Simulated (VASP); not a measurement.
Wanted: the native input for a VASP 6.6.1 run.

* Task: single point
* Functional: r2SCAN
* Potentials or basis: VASP PAW PBE potentials, release 64 (Eu, S)
* Cutoff: 800 eV
* k mesh: 8 × 8 × 8
* Occupations: methfessel-paxton, width 0.1 eV
* Spin: collinear spin, ferromagnetic start
* Starting moments: [7.0, 0.0] μB
* Dipole correction: no
* Further INCAR settings: ALGO = Normal; EDIFF = 1e-06; NBANDS = 22

Crystal: EuS.

```
Eu S
1.0
     0.00000    3.05117    3.05117
     3.05117    0.00000    3.05117
     3.05117    3.05117    0.00000
Eu S
1 1
Direct
  0.00000 0.00000 0.00000
  0.50000 0.50000 0.50000
```

One way to write it, as run:

POSCAR

```
EuS
1.0
    0.0000000000      3.0511748259      3.0511748259
    3.0511748259      0.0000000000      3.0511748259
    3.0511748259      3.0511748259      0.0000000000
Eu S
1 1
Direct
    0.0000000000      0.0000000000      0.0000000000
    0.5000000000      0.5000000000      0.5000000000
```

INCAR.step1

```
SYSTEM = EuS
PREC = Accurate
ENCUT = 800
ISMEAR = 1
SIGMA = 0.1
LREAL = .FALSE.
LASPH = .TRUE.
NELM = 200
ISPIN = 2
MAGMOM = 7 0
LMAXMIX = 6
NBANDS = 22
GGA = PE
ALGO = Normal
EDIFF = 1E-5
LWAVE = .TRUE.
LCHARG = .FALSE.
GGA_COMPAT = .FALSE.
```

INCAR.step2

```
SYSTEM = EuS
PREC = Accurate
ENCUT = 800
EDIFF = 1E-6
ISMEAR = 1
SIGMA = 0.1
LREAL = .FALSE.
LASPH = .TRUE.
NELM = 200
ALGO = Normal
ISIF = 2
LWAVE = .FALSE.
LCHARG = .FALSE.
ISPIN = 2
MAGMOM = 7 0
LORBIT = 11
LMAXMIX = 6
METAGGA = R2SCAN
LMIXTAU = .TRUE.
NBANDS = 22
ISTART = 1
GGA_COMPAT = .FALSE.
```

KPOINTS

```
regular mesh
0
G
  8 8 8
  0 0 0
```

Potentials or basis: VASP PAW PBE potentials, release 64 (Eu, S).

The run is started by

```console
$ cat potpaw_PBE.64/Eu/POTCAR potpaw_PBE.64/S/POTCAR > POTCAR
$ cp INCAR.step1 INCAR
$ mpirun -np 1 vasp_std > vasp.out
$ cp INCAR.step2 INCAR
$ mpirun -np 1 vasp_std > vasp.out
```

Results of the run:

```yaml
Pressure: -5.3 GPa
Band_gap_on_the_k_mesh: zero (filled and empty bands overlap)
Net_moment: 7.00 μB per cell
Site_moments: Eu +6.56; S -0.08 μB
Valence_electrons_inside_the_program's_atomic_spheres: Eu 14.80; S 3.75
```

Caveat: the cell stands under tension; the PAW data sets were made with another functional, which shifts forces and pressure a little; spin-orbit coupling is left out, which moves the levels of the heavy elements; a cell with one magnetic atom can't hold antiferromagnetic order, which such compounds often take; semilocal functionals describe open f shells poorly, which spoils levels, moments and volumes.

Wall time 12 min on 1 thread of Oxide Virtual Turin-like Processor, on a shared host, peak memory 0.37 GiB.
